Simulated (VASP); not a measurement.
A run of VASP 6.6.1:

Contents of INCAR:

```
SYSTEM = MgO
PREC     = Accurate       ! precision mode
ENCUT    = 520            ! plane-wave cutoff, eV
EDIFF    = 1E-6           ! SCF threshold, eV
ISMEAR   = 0              ! smearing method
SIGMA    = 0.05           ! smearing width, eV
LREAL    = .FALSE.        ! projectors in reciprocal space
LASPH    = .TRUE.         ! aspherical terms in the spheres
NELM     = 100            ! most SCF steps
ALGO     = Normal         ! electronic algorithm
ISIF     = 2              ! what is computed and relaxed
LWAVE    = .FALSE.        ! write WAVECAR
LCHARG   = .FALSE.        ! write CHGCAR
GGA      = PS             ! functional
NBANDS   = 16             ! bands
```

Contents of KPOINTS:

```
regular mesh
0
G
  9 9 6
  0 0 0
```

The input POSCAR:

```
MgO
1.0
    3.2605657016      0.0000000000      0.0000000000
   -1.6302828508      2.8237327283      0.0000000000
    0.0000000000      0.0000000000      5.1523459217
Mg O
2 2
Direct
    0.3333333333      0.6666666667     -0.0435585739
    0.6666666667      0.3333333333      0.4564414261
    0.3333333333      0.6666666667      0.4009416620
    0.6666666667      0.3333333333      0.9009416620
```

Potentials or basis: VASP PAW PBE potentials, release 64 (Mg, O).

Launch:

```console
$ cat potpaw_PBE.64/Mg/POTCAR potpaw_PBE.64/O/POTCAR > POTCAR
$ mpirun -np 1 vasp_std > vasp.out
```

Hardware: 1 thread of Intel(R) Xeon(R) 6975P-C (Granite Rapids) (shared host).

**Question.** Estimate the wall time of this run.

**Answer.** Run time: 18 s on 1 thread of Intel(R) Xeon(R) 6975P-C (Granite Rapids), with other jobs on the host, peak memory 0.17 GiB. Counts: scf iterations 13, k points 48.
